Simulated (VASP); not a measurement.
A run of VASP 6.6.1:

The input POSCAR:

```
TiC
1.0
    0.0000000000      2.1657188437      2.1657188437
    2.1657188437      0.0000000000      2.1657188437
    2.1657188437      2.1657188437      0.0000000000
Ti C
1 1
Direct
    0.0000000000      0.0000000000      0.0000000000
    0.5000000000      0.5000000000      0.5000000000
```

INCAR.step1

```
SYSTEM = TiC
PREC     = Accurate       ! precision mode
ENCUT    = 520            ! plane-wave cutoff, eV
ISMEAR   = 0              ! smearing method
SIGMA    = 0.01           ! smearing width, eV
LREAL    = .FALSE.        ! projectors in reciprocal space
LASPH    = .TRUE.         ! aspherical terms in the spheres
NELM     = 100            ! most SCF steps
NBANDS   = 15             ! bands
GGA      = PE             ! functional
ALGO     = Normal         ! electronic algorithm
EDIFF    = 1E-4           ! SCF threshold, eV
LWAVE    = .TRUE.         ! write WAVECAR
LCHARG   = .FALSE.        ! write CHGCAR
```

The input INCAR.step2:

```
SYSTEM = TiC
PREC     = Accurate       ! precision mode
ENCUT    = 520            ! plane-wave cutoff, eV
EDIFF    = 1E-6           ! SCF threshold, eV
ISMEAR   = 0              ! smearing method
SIGMA    = 0.01           ! smearing width, eV
LREAL    = .FALSE.        ! projectors in reciprocal space
LASPH    = .TRUE.         ! aspherical terms in the spheres
NELM     = 100            ! most SCF steps
ALGO     = Normal         ! electronic algorithm
ISIF     = 2              ! what is computed and relaxed
LWAVE    = .FALSE.        ! write WAVECAR
LCHARG   = .FALSE.        ! write CHGCAR
METAGGA  = R2SCAN         ! meta-GGA
LMIXTAU  = .TRUE.       
NBANDS   = 15             ! bands
ISTART   = 1
```

KPOINTS

```
Automatic mesh
0
G
  9 9 9
  0 0 0
```

Potentials or basis: VASP PAW PBE potentials, release 64 (Ti_sv, C).

Run with:

```bash
$ cat potpaw_PBE.64/Ti_sv/POTCAR potpaw_PBE.64/C/POTCAR > POTCAR
$ cp INCAR.step1 INCAR
$ mpirun -np 1 vasp_std > vasp.out
$ cp INCAR.step2 INCAR
$ mpirun -np 1 vasp_std > vasp.out
```

Hardware: 1 thread of AMD EPYC 7R43 64-Core Processor (Zen 3) (shared host).

Q: Estimate the wall time of this run.

A: It took 74 s on 1 thread of AMD EPYC 7R43 64-Core Processor (Zen 3), with other jobs on the host, peak memory 0.11 GiB. Counts: k points 35.
